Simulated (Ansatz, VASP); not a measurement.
## One calculation of ScCu, two programs

Contents of INCAR:

```
ALGO = Normal
EDIFF = 1E-8
ENCUT = 520
GGA = CA
ISIF = 2
ISMEAR = -1
LASPH = True
LCHARG = False
LEFG = True
LREAL = False
LWAVE = False
NBANDS = 18
NELM = 100
PREC = Accurate
SIGMA = 0.05
```

KPOINTS

```
k-points
0
Gamma
  11 11 11
```

Contents of POSCAR:

```
ScCu
1.0
    3.2560000000      0.0162800000      0.0162800000
    0.0162800000      3.2560000000      0.0162800000
    0.0162800000      0.0162800000      3.2560000000
Sc Cu
1 1
Direct
    0.5000000000      0.5000000000      0.5000000000
    0.0000000000      0.0000000000      0.0000000000
```

Input for Ansatz:

```yaml
crystal:
  lattice:
    - [3.256, 0.01628, 0.01628]
    - [0.01628, 3.256, 0.01628]
    - [0.01628, 0.01628, 3.256]
  atoms:
    - { symbol: Sc, position: [0.5, 0.5, 0.5] }
    - { symbol: Cu, position: [0.0, 0.0, 0.0] }
kpoints:
  mp_grid: { grid: [11, 11, 11] }
scf:
  occupations: { method: fermi_dirac, width: 0.05 }
hamiltonian:
  xc: lda
  pseudopotentials: { kind: all_electron, datasets: crystal }
output:
  forces: true
  stress: true
  eigenvalues: true
  efg: { contact_densities: true }
```

Change from the starting cell: equal xy, yz and zx shear strains of +1 %, crystal datasets.

Alike in both runs: task electric field gradients; functional LDA; k mesh 11 × 11 × 11; occupations fermi-dirac, width 0.05 eV; no spin polarisation.

|  | VASP | Ansatz |
| --- | --- | --- |
| version | VASP 6.6.1 | Ansatz 0.2.0 |
| potentials or method | VASP PAW LDA potentials, release 64 (Sc_sv, Cu), cutoff 520 eV | all-electron PAW with datasets made for the crystal, scalar-relativistic |

|  | VASP | Ansatz | Ansatz less VASP |
| --- | --- | --- | --- |
| pressure (GPa) | -7.1 | -7.6 | -0.46 |
| traceless stress, the component that is largest in VASP (GPa) | -0.38 | -0.38 | +0.003 |
| size of Vzz on the site where it differs most (V/Å²) | 3.1 | 4.0 | +0.94 |

LDA's correlation is that of Perdew and Zunger in VASP and of Perdew and Wang (1992) in Ansatz. Ansatz ran all-electron here, and VASP with PAW potentials.
